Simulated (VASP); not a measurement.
Os: single point with PBE

The system is Os.

```
Os
1.0
     2.67942    0.00000    0.00000
    -1.33971    2.32044    0.00000
     0.00000    0.00000    4.31970
Os
2
Direct
  0.33333 0.66667 0.25000
  0.66667 0.33333 0.75000
```

This cell differs from its parent crystal: equal xx and yy strain of -2 %.

* Program: VASP 6.6.1
* Task: single point
* Functional: PBE
* Potentials or basis: VASP PAW PBE potentials, release 64 (Os)
* Cutoff: 520 eV
* k mesh: 15 × 15 × 9
* Occupations: fermi-dirac, width 0.05 eV
* Spin: no spin polarisation
* Dipole correction: no
* Further INCAR settings: ALGO = Normal; EDIFF = 1e-06; NBANDS = 15

```
Pressure               : 28.4 GPa
Band gap on the k mesh : zero (bands 8 and 9 overlap by 4.23 eV)
```

Stress tensor (GPa, compression positive):
```
32.56  0.00  0.00
 0.00 32.56  0.00
 0.00  0.00 20.18
```

Levels at points of the mesh, in eV from the Fermi level:
| k point | band 4 | band 5 | band 6 | band 7 | band 8 | band 9 | band 10 | band 11 | band 12 | band 13 |
| --- | --- | --- | --- | --- | --- | --- | --- | --- | --- | --- |
| (0.00, 0.00, 0.00) | -3.21 | -3.21 | -2.37 | -2.37 | -1.44 | -1.44 | -0.19 | 1.82 | 1.82 | 9.33 |

Run time: 71 s on 1 thread of AMD EPYC 7R13 (shared host), peak memory 0.14 GiB.

Caveat: the cell differs from its parent crystal (equal xx and yy strain of -2 %); the stress differs along the axes, from 20 to 33 GPa; spin-orbit coupling is left out, which moves the levels of the heavy elements.
